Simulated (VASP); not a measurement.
# SrO (F-43m) in VASP: notebook

The runs below take SrO through single point, with PBE, r2SCAN.

Program: VASP 6.6.1. These are calculated values, not measurements. Logs are shortened: lines on timing, memory, paths and dates and some standing lists are left out, and cuts for length are marked.

**1. The cell of the first run**

The structure is cubic, space group F-43m (No. 216). Conventional cell: a = 5.585 Å, b = 5.585 Å, c = 5.585 Å, α = 90.00°, β = 90.00°, γ = 90.00°. Within 3.2 Å of Sr (site symmetry -43m) lie 4 O at 2.42 Å. Within 3.2 Å of O (site symmetry -43m) lie 4 Sr at 2.42 Å.

**2. Single point, PBE**

The input, INCAR:

```
PREC     = Accurate       # precision mode
ENCUT    = 600            # plane-wave cutoff, eV
EDIFF    = 1E-6           # SCF threshold, eV
ISMEAR   = 0              # smearing method
SIGMA    = 0.01           # smearing width, eV
LREAL    = False          # projectors in reciprocal space
LASPH    = True           # aspherical terms in the spheres
NELM     = 120            # most SCF steps
ALGO     = Normal         # electronic algorithm
ISIF     = 2              # what is computed and relaxed
LWAVE    = False          # write WAVECAR
LCHARG   = False          # write CHGCAR
GGA      = PE             # functional
NBANDS   = 15             # bands
GGA_COMPAT= False
```

The input, KPOINTS:

```
Automatic mesh
0
Gamma
  6 6 6
```

The input, POSCAR:

```
SrO
1.0
    0.0000000000      2.7922805108      2.7922805108
    2.7922805108      0.0000000000      2.7922805108
    2.7922805108      2.7922805108      0.0000000000
Sr O
1 1
Direct
    0.0000000000      0.0000000000      0.0000000000
    0.2500000000      0.2500000000      0.2500000000
```

Potentials or basis: VASP PAW PBE potentials, release 64 (Sr_sv, O).

Command:

```
$ cat potpaw_PBE.64/Sr_sv/POTCAR potpaw_PBE.64/O/POTCAR > POTCAR
$ mpirun -np 1 vasp_std > vasp.out
```

OUTCAR:

```text
PREC = Accurate
   ENCUT = 600
   EDIFF = 1E-6
   ISMEAR = 0
   LREAL = False
   LASPH = True
   NELM = 120
   ISIF = 2
   GGA = PE

 ion  position               nearest neighbor table
   1  0.000  0.000  0.000-   2 2.42   2 2.42   2 2.42   2 2.42
   2  0.250  0.250  0.250-   1 2.42   1 2.42   1 2.42   1 2.42

  LATTYP: Found a face centered cubic cell.
 ALAT       =     5.5845610216

  Lattice vectors:

 A1 = (   0.0000000000,   2.7922805108,   2.7922805108)
 A2 = (   2.7922805108,   0.0000000000,   2.7922805108)
 A3 = (   2.7922805108,   2.7922805108,   0.0000000000)

Analysis of symmetry for initial positions (statically):
=====================================================================
 Subroutine PRICEL returns:
 Original cell was already a primitive cell.

 Routine SETGRP: Setting up the symmetry group for a
 face centered cubic supercell.

 Subroutine GETGRP returns: Found 24 space group operations
 (whereof 24 operations were pure point group operations)
 out of a pool of 48 trial point group operations.

The static configuration has the point symmetry T_d .

Analysis of symmetry for dynamics (positions and initial velocities):
=====================================================================
 Subroutine PRICEL returns:
 Original cell was already a primitive cell.

 Routine SETGRP: Setting up the symmetry group for a
 face centered cubic supercell.

 Subroutine GETGRP returns: Found 24 space group operations
 (whereof 24 operations were pure point group operations)
 out of a pool of 48 trial point group operations.

The dynamic configuration has the point symmetry T_d .

 Subroutine INISYM returns: Found 24 space group operations
 (whereof 24 operations are pure point group operations),
 and found     1 'primitive' translations

----------------------------------------------------------------------------------------

                                     Primitive cell

  volume of cell :      43.5419

  direct lattice vectors                    reciprocal lattice vectors
     0.000000000  2.792280511  2.792280511    -0.179065104  0.179065104  0.179065104
     2.792280511  0.000000000  2.792280511     0.179065104 -0.179065104  0.179065104
     2.792280511  2.792280511  0.000000000     0.179065104  0.179065104 -0.179065104

  length of vectors
     3.948880968  3.948880968  3.948880968     0.310149858  0.310149858  0.310149858

  position of ions in fractional coordinates (direct lattice)
     0.000000000  0.000000000  0.000000000
     0.250000000  0.250000000  0.250000000

  ion indices of the primitive-cell ions
   primitive index   ion index
                 1           1
                 2           2

----------------------------------------------------------------------------------------

 KPOINTS: Automatic mesh

Automatic generation of k-mesh.
 Grid dimensions read from file:
 generate k-points for:    6    6    6

 Generating k-lattice:

  Cartesian coordinates                     Fractional coordinates (reciprocal lattice)
    -0.029844184  0.029844184  0.029844184     0.166666667  0.000000000  0.000000000
     0.029844184 -0.029844184  0.029844184     0.000000000  0.166666667  0.000000000
     0.029844184  0.029844184 -0.029844184     0.000000000  0.000000000  0.166666667

  Length of vectors
     0.051691643  0.051691643  0.051691643

  Shift w.r.t. Gamma in fractional coordinates (k-lattice)
     0.000000000  0.000000000  0.000000000

 Subroutine IBZKPT returns following result:
 ===========================================

 Found     16 irreducible k-points:

 Following reciprocal coordinates:
            Coordinates               Weight
  0.000000  0.000000  0.000000      1.000000
  0.166667  0.000000  0.000000      8.000000
  0.333333  0.000000  0.000000      8.000000
  0.500000  0.000000  0.000000      4.000000
  0.166667  0.166667  0.000000      6.000000
  0.333333  0.166667  0.000000     24.000000
[... 8 lines left out ...]
 -0.333333  0.333333  0.166667     24.000000
 -0.333333  0.500000  0.166667     12.000000
   k-points           NKPTS =     16   k-points in BZ     NKDIM =     16   number of bands    NBANDS=     15
   number of dos      NEDOS =    301   number of ions     NIONS =      2
   total plane-waves  NPLWV =  32768
   dimension x,y,z NGX =    32 NGY =   32 NGZ =   32
   dimension x,y,z NGXF=    64 NGYF=   64 NGZF=   64
   ions per type =               1   1
   NGX,Y,Z   is equivalent  to a cutoff of  13.47, 13.47, 13.47 a.u.
   NGXF,Y,Z  is equivalent  to a cutoff of  26.94, 26.94, 26.94 a.u.
 SYSTEM =  unknown system
   PREC   = accura    normal or accurate (medium, high low for compatibility)
   ISTART =      0    job   : 0-new  1-cont  2-samecut
   ICHARG =      2    charge: 1-file 2-atom 10-const
   ISPIN  =      1    spin polarized calculation?
   LNONCOLLINEAR =      F non collinear calculations
   LSORBIT =      F    spin-orbit coupling
   LASPH  =      T    aspherical Exc in radial PAW
   ENCUT  =  600.0 eV  44.10 Ry    6.64 a.u.   7.89  7.89  7.89*2*pi/ulx,y,z
   NELM   =    120;   NELMIN=  2; NELMDL= -5     # of ELM steps
   EDIFF  = 0.1E-05   stopping-criterion for ELM
   LREAL  =      F    real-space projection
   EDIFFG = 0.1E-04   stopping-criterion for IOM
   NSW    =      0    number of steps for IOM
   IBRION =     -1    ionic relax: 0-MD 1-quasi-New 2-CG
   NFREE  =      0    steps in history (QN), initial steepest desc. (CG)
   ISIF   =      2    stress and relaxation
   ISYM   =      2    0-nonsym 1-usesym 2-fastsym
   POTIM  = 0.5000    time-step for ionic-motion
   TEBEG  =    0.0;   TEEND  =   0.0 temperature during run
   PSTRESS=    0.0 pullay stress
   NELECT =      16.0000    total number of electrons
   NUPDOWN=      -1.0000    fix difference up-down
   EMIN   =  10.00;   EMAX   =-10.00  energy-range for DOS
   EFERMI =   0.00;   METHOD = LEGACY
   ISMEAR =     0;   SIGMA  =   0.01  broadening in eV -4-tet -1-fermi 0-gaus
   EFERMI_NEDOS =   21; number of points for ismear=-14 and -15
   IALGO  =     38    algorithm
   IMIX   =      4    mixing-type and parameters
     AMIX     =   0.40;   BMIX     =  1.00
     AMIX_MAG =   1.60;   BMIX_MAG =  1.00
  volume/ion in A,a.u.               =      21.77       146.92
  Fermi-wavevector in a.u.,A,eV,Ry     =   1.172589  2.215872 18.707531  1.374965
  Thomas-Fermi vector in A             =   2.309015
   LORBIT       =      0    0 simple, 1 ext, 2 COOP (PROOUT), +10 PAW based schemes
   GGA     = PE    functional components
   LHFCALC =     F    Hartree Fock is set to
   AEXX    =    0.0000 exact exchange contribution
   IVDW    =     0    specifies the selected vdW correction
   LEPSILON=     F    determine dielectric tensor
   LRPA    =     F    only Hartree local field effects (RPA)
 non-spin polarized calculation
 Gauss-broadening in eV      SIGMA  =   0.01
  energy-cutoff  :      600.00
  volume of cell :       43.54
 maximum number of plane-waves:      1464
   NGX = 15   NGY = 15   NGZ = 15

 number of electron      16.0000003 magnetization

 Free energy of the ion-electron system (eV)
  ---------------------------------------------------
  ext. energy  EPLUGINS =         0.00000000
  ---------------------------------------------------
  free energy    TOTEN  =       -11.76328069 eV

  energy without entropy =      -11.76328069  energy(sigma->0) =      -11.76328069

 E-fermi :   0.3393     XC(G=0):  -8.6244

 val. band max:        0.2837121298   @ k =  -0.3333   0.5000   0.1667
 cond. band min:       2.8111107241   @ k =   0.0000   0.0000   0.0000
 fundamental gap:      2.5273985942
 Fermi energy:         0.3393445472

 k-point     1 :       0.0000    0.0000    0.0000
  band No.  band energies     occupation
      1     -31.9267      2.00000
      2     -14.4911      2.00000
      3     -13.8160      2.00000
      4     -13.8160      2.00000
      5     -13.8160      2.00000
      6      -0.5609      2.00000
      7      -0.5609      2.00000
      8      -0.5609      2.00000
      9       2.8111      0.00000
     10       8.3325      0.00000
     11       8.3325      0.00000
     12       9.6648      0.00000
     13       9.6648      0.00000
     14       9.6648      0.00000
     15      15.4189      0.00000

 k-point     2 :       0.1667    0.0000    0.0000
  band No.  band energies     occupation
      1     -31.9116      2.00000
      2     -15.0147      2.00000
      3     -13.8380      2.00000
      4     -13.8380      2.00000
      5     -13.3511      2.00000
      6      -0.6979      2.00000
      7      -0.4720      2.00000
      8      -0.4720      2.00000
      9       3.6569      0.00000
     10       7.8925      0.00000
     11       7.8925      0.00000
     12       9.1124      0.00000
     13      10.1949      0.00000
     14      10.1949      0.00000
     15      13.3837      0.00000

 k-point     3 :       0.3333    0.0000    0.0000
  band No.  band energies     occupation
      1     -31.8813      2.00000
      2     -15.5816      2.00000
      3     -13.8814      2.00000
      4     -13.8814      2.00000
      5     -12.9178      2.00000
      6      -0.6117      2.00000
      7      -0.3138      2.00000
      8      -0.3138      2.00000
      9       5.0212      0.00000
     10       7.7343      0.00000
     11       7.7343      0.00000
     12       8.1234      0.00000
     13      10.3887      0.00000
     14      10.3887      0.00000
     15      12.0967      0.00000

 k-point     4 :       0.5000    0.0000    0.0000
  band No.  band energies     occupation
      1     -31.8660      2.00000
      2     -15.7963      2.00000
      3     -13.9028      2.00000
      4     -13.9028      2.00000
      5     -12.7777      2.00000
      6      -0.4304      2.00000
      7      -0.2457      2.00000
      8      -0.2457      2.00000
      9       5.5671      0.00000
     10       7.4332      0.00000
     11       7.8972      0.00000
     12       7.8972      0.00000
     13      10.1815      0.00000
     14      10.1815      0.00000
     15      12.6396      0.00000
[... 163 lines left out ...]
 k-point    14 :       0.5000    0.3333    0.1667
  band No.  band energies     occupation
      1     -31.8612      2.00000
      2     -15.7837      2.00000
      3     -14.0937      2.00000
      4     -13.9606      2.00000
      5     -12.5595      2.00000
      6      -0.7425      2.00000
      7      -0.1711      2.00000
      8       0.0326      2.00000
      9       5.2504      0.00000
     10       6.1681      0.00000
     11       8.5027      0.00000
     12       9.3663      0.00000
     13      10.4236      0.00000
     14      11.0384      0.00000
     15      13.0171      0.00000

 k-point    15 :      -0.3333    0.3333    0.1667
  band No.  band energies     occupation
      1     -31.8510      2.00000
      2     -15.8817      2.00000
      3     -14.1649      2.00000
      4     -13.9933      2.00000
      5     -12.4310      2.00000
      6      -0.4013      2.00000
      7      -0.3786      2.00000
      8       0.1499      2.00000
      9       5.0222      0.00000
     10       6.2295      0.00000
     11       8.3620      0.00000
     12       9.9510      0.00000
     13      10.3386      0.00000
     14      11.4787      0.00000
     15      12.8543      0.00000

 k-point    16 :      -0.3333    0.5000    0.1667
  band No.  band energies     occupation
      1     -31.8460      2.00000
      2     -15.9336      2.00000
      3     -14.1416      2.00000
      4     -14.0475      2.00000
      5     -12.3811      2.00000
      6      -0.7638      2.00000
      7      -0.0512      2.00000
      8       0.2837      2.00000
      9       4.8616      0.00000
     10       5.9825      0.00000
     11       9.0038      0.00000
     12       9.9274      0.00000
     13      11.0272      0.00000
     14      12.0598      0.00000
     15      12.7180      0.00000

------------------------ aborting loop because EDIFF is reached ----------------------------------------

  FORCE on cell =-STRESS in cart. coord.  units (eV):
  Direction    XX          YY          ZZ          XY          YZ          ZX
  --------------------------------------------------------------------------------------
  -------------------------------------------------------------------------------------
  Total        0.3689331      0.3689331      0.3689331      0.0000000      0.0000000      0.0000000
  in kB       13.5753510     13.5753510     13.5753510      0.0000000      0.0000000      0.0000000
  external PRESSURE =      13.5753510 kB  Pullay stress =       0.0000000 kB

 VOLUME and BASIS-vectors are now :
 -----------------------------------------------------------------------------
  energy-cutoff  :      600.00
  volume of cell :       43.54
      direct lattice vectors                 reciprocal lattice vectors
     0.000000000  2.792280511  2.792280511    -0.179065104  0.179065104  0.179065104
     2.792280511  0.000000000  2.792280511     0.179065104 -0.179065104  0.179065104
     2.792280511  2.792280511  0.000000000     0.179065104  0.179065104 -0.179065104

 POSITION                                       TOTAL-FORCE (eV/Angst)
 -----------------------------------------------------------------------------------
      0.00000      0.00000      0.00000         0.000000      0.000000      0.000000
      1.39614      1.39614      1.39614        -0.000000     -0.000000     -0.000000
 -----------------------------------------------------------------------------------
    total drift:                               -0.000000     -0.000000     -0.000000

  FREE ENERGIE OF THE ION-ELECTRON SYSTEM (eV)
  ---------------------------------------------------
  free  energy   TOTEN  =       -11.7632806924 eV

  energy  without entropy=      -11.7632806924  energy(sigma->0) =      -11.76328069
```

It took 19 s on 1 thread of Intel Xeon 8259CL, shared host; peak memory 0.18 GiB.

Results:

* Free energy: -11.7633 eV
* Pressure: 1.4 GPa
* Band gap on the k mesh: 2.53 eV, indirect (least direct gap 3.37 eV)

Levels at points of the mesh, in eV from the valence-band top:
| k point | band 4 | band 5 | band 6 | band 7 | band 8 | band 9 | band 10 | band 11 | band 12 | band 13 |
| --- | --- | --- | --- | --- | --- | --- | --- | --- | --- | --- |
| (0.00, 0.00, 0.00) | -14.10 | -14.10 | -0.84 | -0.84 | -0.84 | 2.53 | 8.05 | 8.05 | 9.38 | 9.38 |
| (0.50, 0.00, 0.00) | -14.19 | -13.06 | -0.71 | -0.53 | -0.53 | 5.28 | 7.15 | 7.61 | 7.61 | 9.90 |
| (0.50, 0.50, 0.00) | -14.32 | -12.74 | -1.42 | -0.01 | -0.01 | 4.58 | 5.74 | 9.63 | 9.95 | 9.95 |

A k mesh can miss the band edges. Expect the measured gap to be larger: semilocal functionals such as PBE lack the derivative discontinuity.

**3. Single point, r2SCAN**

POSCAR is that of step 2.

The input, INCAR.step1:

```
SYSTEM = SrO
ALGO = Normal ; EDIFF = 1E-5
ENCUT = 660 ; GGA = PE
GGA_COMPAT = .False. ; ISMEAR = 0
LASPH = .True. ; LCHARG = .False.
LREAL = .False. ; LWAVE = .True.
NBANDS = 15 ; NELM = 120
PREC = Accurate ; SIGMA = 0.01
```

The input, INCAR.step2:

```
SYSTEM = SrO
ALGO = Normal ; EDIFF = 1E-6
ENCUT = 660 ; GGA_COMPAT = .False.
ISIF = 2 ; ISMEAR = 0
ISTART = 1 ; LASPH = .True.
LCHARG = .False. ; LMIXTAU = .True.
LREAL = .False. ; LWAVE = .False.
METAGGA = R2SCAN ; NBANDS = 15
NELM = 120 ; PREC = Accurate
SIGMA = 0.01
```

The input, KPOINTS:

```
k-points
0
Gamma
  6 6 6
  0 0 0
```

Potentials or basis: VASP PAW PBE potentials, release 64 (Sr_sv, O).

Command:

```
$ cat potpaw_PBE.64/Sr_sv/POTCAR potpaw_PBE.64/O/POTCAR > POTCAR
$ cp INCAR.step1 INCAR
$ mpirun -np 1 vasp_std > vasp.out
$ cp INCAR.step2 INCAR
$ mpirun -np 1 vasp_std > vasp.out
```

It took 2.4 min on 1 thread of Intel Xeon 8259CL, shared host; peak memory 0.22 GiB.

It converged, with:

| Item | Value |
| --- | --- |
| Free energy | -26.6363 eV |
| Pressure | 0.4 GPa |
| Band gap on the k mesh | 2.91 eV, indirect (least direct gap 3.75 eV) |

Levels at points of the mesh, in eV from the valence-band top:
```tsv
k point	band 6	band 7	band 8	band 9	band 10	band 11
(0.00, 0.00, 0.00)	-0.84	-0.84	-0.84	2.91	8.69	8.69
(0.50, 0.00, 0.00)	-0.70	-0.53	-0.53	5.64	7.64	8.20
(0.50, 0.50, 0.00)	-1.40	-0.01	-0.01	4.91	6.22	10.31
```

Caveat: the PAW data sets were made with another functional, which shifts forces and pressure a little. A k mesh can miss the band edges.
